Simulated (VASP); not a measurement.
# Al (a cell with a defect): single point with LDA

Crystal: Al (a cell with a defect).

```
Al
1.0
     8.10000    0.00000    0.00000
     0.00000    8.10000    0.00000
     0.00000    0.00000    8.10000
Al
33
Direct
  0.50030 0.01481 0.00021
  0.75475 0.25002 0.00000
  0.74759 0.99745 0.25277
  0.99990 0.00474 0.00000
  0.24538 0.25000 0.99999
  0.50029 0.48528 0.00021
  0.76478 0.75013 0.00021
  0.25237 0.99799 0.25222
  0.50029 0.25020 0.23527
  0.74773 0.50262 0.25262
  0.49971 0.05813 0.49994
  0.76478 0.25020 0.50012
  0.74743 0.99729 0.74729
  0.99988 0.49537 0.99999
  0.23523 0.75012 0.00021
  0.99988 0.25001 0.24536
  0.25221 0.50206 0.25206
  0.49969 0.74996 0.19296
  0.00059 0.01479 0.50012
  0.23523 0.25020 0.50012
  0.49969 0.44292 0.49993
  0.80934 0.74998 0.49995
  0.25255 0.99782 0.74782
  0.50030 0.25020 0.76479
  0.74757 0.50279 0.74743
  0.00058 0.75012 0.23529
  0.00058 0.48530 0.50012
  0.19419 0.74996 0.49993
  0.99990 0.25001 0.75473
  0.25239 0.50224 0.74797
  0.49971 0.74997 0.80819
  0.00059 0.75012 0.76478
  0.50238 0.75070 0.50077
```

* Program: VASP 6.6.1
* Task: single point
* Functional: LDA
* Potentials or basis: VASP PAW LDA potentials, release 64 (Al)
* Cutoff: 520 eV
* k mesh: 3 × 3 × 3
* Occupations: gaussian, width 0.1 eV
* Spin: no spin polarisation

- Pressure: 1.3 GPa
- Largest force: 0.018 eV/Å

Forces in eV/Å, atoms in the order of the input:
```
Al  -0.002 -0.001  0.000
Al   0.009  0.000  0.000
Al   0.000 -0.001  0.002
Al  -0.001  0.008  0.000
Al  -0.006  0.000  0.000
Al  -0.001  0.002  0.000
Al   0.000 -0.001  0.000
Al   0.002  0.001  0.000
Al  -0.001  0.000  0.003
Al   0.000  0.002  0.002
Al  -0.001  0.016  0.000
Al   0.000  0.000 -0.001
Al   0.001 -0.001 -0.001
Al  -0.001 -0.007  0.000
Al   0.003 -0.001  0.000
Al  -0.001  0.001 -0.007
Al   0.002  0.001  0.001
Al  -0.002 -0.001 -0.017
Al   0.000 -0.001 -0.001
Al   0.003  0.000 -0.001
Al  -0.002 -0.017 -0.001
Al   0.015 -0.001 -0.001
Al   0.002  0.000  0.000
Al  -0.002  0.000 -0.001
Al   0.001  0.002 -0.001
Al   0.000 -0.001  0.002
Al   0.000  0.002 -0.001
Al  -0.018  0.000  0.000
Al  -0.001  0.000  0.008
Al   0.002  0.000  0.001
Al  -0.001 -0.001  0.016
Al   0.000 -0.001 -0.001
Al  -0.006 -0.003 -0.002
```

Levels at points of the mesh, in eV from the Fermi level:
```csv
k point,band 46,band 47,band 48,band 49,band 50,band 51,band 52,band 53
"(0.00, 0.00, 0.00)",-0.46,-0.46,-0.08,0.24,0.24,0.24,0.43,0.44
```

Run time: 13 min on 1 thread of Oxide Virtual Turin-like Processor (shared host), peak memory 0.52 GiB.
